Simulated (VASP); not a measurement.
# AlP (F-43m) in VASP: notebook

The runs below take AlP through single point, relaxation of cell and atoms, with PBE.

Everything below comes from runs of VASP 6.6.1. Logs are shortened: lines on timing, memory, paths and dates and some standing lists are left out, and cuts for length are marked.

## (1) The cell of the first run

Symmetry: F-43m, No. 216, cubic system. Conventional cell: a = 5.538 Å, b = 5.538 Å, c = 5.538 Å, α = 90.00°, β = 90.00°, γ = 90.00°. Al (site symmetry -43m) has 4 P at 2.40 Å within 3.2 Å. P (site symmetry -43m) has 4 Al at 2.40 Å within 3.2 Å.

## (2) Single point, PBE

File INCAR:

```
SYSTEM = AlP
PREC = Accurate ; ENCUT = 500
EDIFF = 1E-6 ; ISMEAR = 0
SIGMA = 0.1 ; LREAL = .False.
LASPH = .True. ; NELM = 120
ALGO = Normal ; ISIF = 2
LWAVE = .False. ; LCHARG = .False.
GGA = PE ; NBANDS = 11
GGA_COMPAT = .False.
```

File KPOINTS:

```
Automatic mesh
0
Gamma
  6 6 6
  0 0 0
```

File POSCAR:

```
AlP
1.0
    0.0000000000      2.7687503853      2.7687503853
    2.7687503853      0.0000000000      2.7687503853
    2.7687503853      2.7687503853      0.0000000000
Al P
1 1
Direct
    0.0000000000      0.0000000000      0.0000000000
    0.7500000000      0.7500000000      0.7500000000
```

Potentials or basis: VASP PAW PBE potentials, release 64 (Al, P).

Started as:

```sh
$ cat potpaw_PBE.64/Al/POTCAR potpaw_PBE.64/P/POTCAR > POTCAR
$ mpirun -np 1 vasp_std > vasp.out
```

OUTCAR:

```text
SYSTEM = AlP
   PREC = Accurate
   ENCUT = 500
   EDIFF = 1E-6
   ISMEAR = 0
   LREAL = .False.
   LASPH = .True.
   NELM = 120
   ISIF = 2
   GGA = PE

 ion  position               nearest neighbor table
   1  0.000  0.000  0.000-   2 2.40   2 2.40   2 2.40   2 2.40
   2  0.750  0.750  0.750-   1 2.40   1 2.40   1 2.40   1 2.40

  LATTYP: Found a face centered cubic cell.
 ALAT       =     5.5375007706

  Lattice vectors:

 A1 = (   0.0000000000,   2.7687503853,   2.7687503853)
 A2 = (   2.7687503853,   0.0000000000,   2.7687503853)
 A3 = (   2.7687503853,   2.7687503853,   0.0000000000)

Analysis of symmetry for initial positions (statically):
=====================================================================
 Subroutine PRICEL returns:
 Original cell was already a primitive cell.

 Routine SETGRP: Setting up the symmetry group for a
 face centered cubic supercell.

 Subroutine GETGRP returns: Found 24 space group operations
 (whereof 24 operations were pure point group operations)
 out of a pool of 48 trial point group operations.

The static configuration has the point symmetry T_d .

Analysis of symmetry for dynamics (positions and initial velocities):
=====================================================================
 Subroutine PRICEL returns:
 Original cell was already a primitive cell.

 Routine SETGRP: Setting up the symmetry group for a
 face centered cubic supercell.

 Subroutine GETGRP returns: Found 24 space group operations
 (whereof 24 operations were pure point group operations)
 out of a pool of 48 trial point group operations.

The dynamic configuration has the point symmetry T_d .

 Subroutine INISYM returns: Found 24 space group operations
 (whereof 24 operations are pure point group operations),
 and found     1 'primitive' translations

----------------------------------------------------------------------------------------

                                     Primitive cell

  volume of cell :      42.4504

  direct lattice vectors                    reciprocal lattice vectors
     0.000000000  2.768750385  2.768750385    -0.180586882  0.180586882  0.180586882
     2.768750385  0.000000000  2.768750385     0.180586882 -0.180586882  0.180586882
     2.768750385  2.768750385  0.000000000     0.180586882  0.180586882 -0.180586882

  length of vectors
     3.915604346  3.915604346  3.915604346     0.312785655  0.312785655  0.312785655

  position of ions in fractional coordinates (direct lattice)
     0.000000000  0.000000000  0.000000000
     0.750000000  0.750000000  0.750000000

  ion indices of the primitive-cell ions
   primitive index   ion index
                 1           1
                 2           2

----------------------------------------------------------------------------------------

 KPOINTS: Automatic mesh

Automatic generation of k-mesh.
 Grid dimensions read from file:
 generate k-points for:    6    6    6

 Generating k-lattice:

  Cartesian coordinates                     Fractional coordinates (reciprocal lattice)
    -0.030097814  0.030097814  0.030097814     0.166666667  0.000000000  0.000000000
     0.030097814 -0.030097814  0.030097814     0.000000000  0.166666667  0.000000000
     0.030097814  0.030097814 -0.030097814     0.000000000  0.000000000  0.166666667

  Length of vectors
     0.052130943  0.052130943  0.052130943

  Shift w.r.t. Gamma in fractional coordinates (k-lattice)
     0.000000000  0.000000000  0.000000000

 Subroutine IBZKPT returns following result:
 ===========================================

 Found     16 irreducible k-points:

 Following reciprocal coordinates:
            Coordinates               Weight
  0.000000  0.000000  0.000000      1.000000
  0.166667  0.000000  0.000000      8.000000
  0.333333  0.000000  0.000000      8.000000
  0.500000  0.000000  0.000000      4.000000
  0.166667  0.166667  0.000000      6.000000
  0.333333  0.166667  0.000000     24.000000
[... 8 lines left out ...]
 -0.333333  0.333333  0.166667     24.000000
 -0.333333  0.500000  0.166667     12.000000
   k-points           NKPTS =     16   k-points in BZ     NKDIM =     16   number of bands    NBANDS=     11
   number of dos      NEDOS =    301   number of ions     NIONS =      2
   total plane-waves  NPLWV =  27000
   dimension x,y,z NGX =    30 NGY =   30 NGZ =   30
   dimension x,y,z NGXF=    60 NGYF=   60 NGZF=   60
   ions per type =               1   1
   NGX,Y,Z   is equivalent  to a cutoff of  12.74, 12.74, 12.74 a.u.
   NGXF,Y,Z  is equivalent  to a cutoff of  25.47, 25.47, 25.47 a.u.
 SYSTEM =  AlP
   PREC   = accura    normal or accurate (medium, high low for compatibility)
   ISTART =      0    job   : 0-new  1-cont  2-samecut
   ICHARG =      2    charge: 1-file 2-atom 10-const
   ISPIN  =      1    spin polarized calculation?
   LNONCOLLINEAR =      F non collinear calculations
   LSORBIT =      F    spin-orbit coupling
   LASPH  =      T    aspherical Exc in radial PAW
   ENCUT  =  500.0 eV  36.75 Ry    6.06 a.u.   7.14  7.14  7.14*2*pi/ulx,y,z
   NELM   =    120;   NELMIN=  2; NELMDL= -5     # of ELM steps
   EDIFF  = 0.1E-05   stopping-criterion for ELM
   LREAL  =      F    real-space projection
   EDIFFG = 0.1E-04   stopping-criterion for IOM
   NSW    =      0    number of steps for IOM
   IBRION =     -1    ionic relax: 0-MD 1-quasi-New 2-CG
   NFREE  =      0    steps in history (QN), initial steepest desc. (CG)
   ISIF   =      2    stress and relaxation
   ISYM   =      2    0-nonsym 1-usesym 2-fastsym
   POTIM  = 0.5000    time-step for ionic-motion
   TEBEG  =    0.0;   TEEND  =   0.0 temperature during run
   PSTRESS=    0.0 pullay stress
   NELECT =       8.0000    total number of electrons
   NUPDOWN=      -1.0000    fix difference up-down
   EMIN   =  10.00;   EMAX   =-10.00  energy-range for DOS
   EFERMI =   0.00;   METHOD = LEGACY
   ISMEAR =     0;   SIGMA  =   0.10  broadening in eV -4-tet -1-fermi 0-gaus
   EFERMI_NEDOS =   21; number of points for ismear=-14 and -15
   IALGO  =     38    algorithm
   IMIX   =      4    mixing-type and parameters
     AMIX     =   0.40;   BMIX     =  1.00
     AMIX_MAG =   1.60;   BMIX_MAG =  1.00
  volume/ion in A,a.u.               =      21.23       143.23
  Fermi-wavevector in a.u.,A,eV,Ry     =   0.938594  1.773685 11.986166  0.880958
  Thomas-Fermi vector in A             =   2.065821
   LORBIT       =      0    0 simple, 1 ext, 2 COOP (PROOUT), +10 PAW based schemes
   GGA     = PE    functional components
   LHFCALC =     F    Hartree Fock is set to
   AEXX    =    0.0000 exact exchange contribution
   IVDW    =     0    specifies the selected vdW correction
   LEPSILON=     F    determine dielectric tensor
   LRPA    =     F    only Hartree local field effects (RPA)
 non-spin polarized calculation
 Gauss-broadening in eV      SIGMA  =   0.10
  energy-cutoff  :      500.00
  volume of cell :       42.45
 maximum number of plane-waves:      1090
 NGX is ok and might be reduce to    30
   NGX = 15   NGY = 15   NGZ = 15

 number of electron       8.0000000 magnetization

 Free energy of the ion-electron system (eV)
  ---------------------------------------------------
  ext. energy  EPLUGINS =         0.00000000
  ---------------------------------------------------
  free energy    TOTEN  =       -10.36637439 eV

  energy without entropy =      -10.36637439  energy(sigma->0) =      -10.36637439

 E-fermi :   4.7087     XC(G=0):  -9.0435

 val. band max:        4.2050566527   @ k =   0.0000   0.0000   0.0000
 cond. band min:       5.8623152493   @ k =   0.5000   0.5000   0.0000
 fundamental gap:      1.6572585966
 Fermi energy:         4.7086766069

 k-point     1 :       0.0000    0.0000    0.0000
  band No.  band energies     occupation
      1      -7.0635      2.00000
      2       4.2051      2.00000
      3       4.2051      2.00000
      4       4.2051      2.00000
      5       7.1511      0.00000
      6       8.7039      0.00000
      7       8.7039      0.00000
      8       8.7039      0.00000
      9      12.9883      0.00000
     10      12.9883      0.00000
     11      14.2031      0.00000

 k-point     2 :       0.1667    0.0000    0.0000
  band No.  band energies     occupation
      1      -6.7751      2.00000
      2       2.3628      2.00000
      3       3.9717      2.00000
      4       3.9717      2.00000
      5       7.6211      0.00000
      6       9.1239      0.00000
      7       9.1239      0.00000
      8       9.6459      0.00000
      9      12.3670      0.00000
     10      12.3670      0.00000
     11      14.8686      0.00000

 k-point     3 :       0.3333    0.0000    0.0000
  band No.  band energies     occupation
      1      -6.0300      2.00000
      2      -0.0107      2.00000
      3       3.6118      2.00000
      4       3.6119      2.00000
      5       7.0939      0.00000
      6       9.2120      0.00000
      7       9.2120      0.00000
      8      11.9088      0.00000
      9      13.2405      0.00000
     10      13.2405      0.00000
     11      14.3102      0.00000

 k-point     4 :       0.5000    0.0000    0.0000
  band No.  band energies     occupation
      1      -5.4860      2.00000
      2      -1.1405      2.00000
      3       3.4660      2.00000
      4       3.4660      2.00000
      5       6.8599      0.00000
      6       9.0079      0.00000
      7       9.0079      0.00000
      8      12.3581      0.00000
      9      15.5991      0.00000
     10      15.5991      0.00000
     11      15.6918      0.00000
[... 127 lines left out ...]
 k-point    14 :       0.5000    0.3333    0.1667
  band No.  band energies     occupation
      1      -5.4430      2.00000
      2      -0.1254      2.00000
      3       1.6489      2.00000
      4       2.6860      2.00000
      5       8.0416      0.00000
      6       8.9510      0.00000
      7       9.5967      0.00000
      8      12.2426      0.00000
      9      13.3523      0.00000
     10      15.4304      0.00000
     11      17.2723      0.00000

 k-point    15 :      -0.3333    0.3333    0.1667
  band No.  band energies     occupation
      1      -5.0193      2.00000
      2      -0.6573      2.00000
      3       1.2115      2.00000
      4       2.3163      2.00000
      5       8.2370      0.00000
      6       9.0775      0.00000
      7      10.9221      0.00000
      8      11.7583      0.00000
      9      12.8599      0.00000
     10      15.8837      0.00000
     11      16.8263      0.00000

 k-point    16 :      -0.3333    0.5000    0.1667
  band No.  band energies     occupation
      1      -4.8326      2.00000
      2      -0.7197      2.00000
      3       1.4327      2.00000
      4       1.6653      2.00000
      5       7.5341      0.00000
      6       8.4515      0.00000
      7      11.6896      0.00000
      8      12.0303      0.00000
      9      15.1271      0.00000
     10      15.9282      0.00000
     11      17.1558      0.00000

------------------------ aborting loop because EDIFF is reached ----------------------------------------

  FORCE on cell =-STRESS in cart. coord.  units (eV):
  Direction    XX          YY          ZZ          XY          YZ          ZX
  --------------------------------------------------------------------------------------
  -------------------------------------------------------------------------------------
  Total       -0.3573104     -0.3573104     -0.3573104     -0.0000000     -0.0000000      0.0000000
  in kB      -13.4857397    -13.4857397    -13.4857397     -0.0000000     -0.0000000      0.0000000
  external PRESSURE =     -13.4857397 kB  Pullay stress =       0.0000000 kB

 VOLUME and BASIS-vectors are now :
 -----------------------------------------------------------------------------
  energy-cutoff  :      500.00
  volume of cell :       42.45
      direct lattice vectors                 reciprocal lattice vectors
     0.000000000  2.768750385  2.768750385    -0.180586882  0.180586882  0.180586882
     2.768750385  0.000000000  2.768750385     0.180586882 -0.180586882  0.180586882
     2.768750385  2.768750385  0.000000000     0.180586882  0.180586882 -0.180586882

 POSITION                                       TOTAL-FORCE (eV/Angst)
 -----------------------------------------------------------------------------------
      0.00000      0.00000      0.00000         0.000000      0.000000      0.000000
      4.15313      4.15313      4.15313        -0.000000     -0.000000     -0.000000
 -----------------------------------------------------------------------------------
    total drift:                                0.000000      0.000000      0.000000

  FREE ENERGIE OF THE ION-ELECTRON SYSTEM (eV)
  ---------------------------------------------------
  free  energy   TOTEN  =       -10.3663743931 eV

  energy  without entropy=      -10.3663743931  energy(sigma->0) =      -10.36637439
```

Wall time 4.7 s (1 thread of Intel Xeon 6975P-C (Granite Rapids), shared host); peak memory 0.16 GiB.

Results:

| Quantity | Value |
| --- | --- |
| Free energy | -10.3664 eV |
| Pressure | -1.3 GPa |
| Band gap on the k mesh | 1.66 eV, indirect (least direct gap 2.95 eV) |

Levels at points of the mesh, in eV from the valence-band top:
```tsv
k point	band 2	band 3	band 4	band 5	band 6	band 7
(0.00, 0.00, 0.00)	0.00	0.00	0.00	2.95	4.50	4.50
(0.50, 0.00, 0.00)	-5.35	-0.74	-0.74	2.65	4.80	4.80
(0.50, 0.50, 0.00)	-5.17	-2.02	-2.02	1.66	2.48	10.71
```

(Part 1 of 2 ends here.)
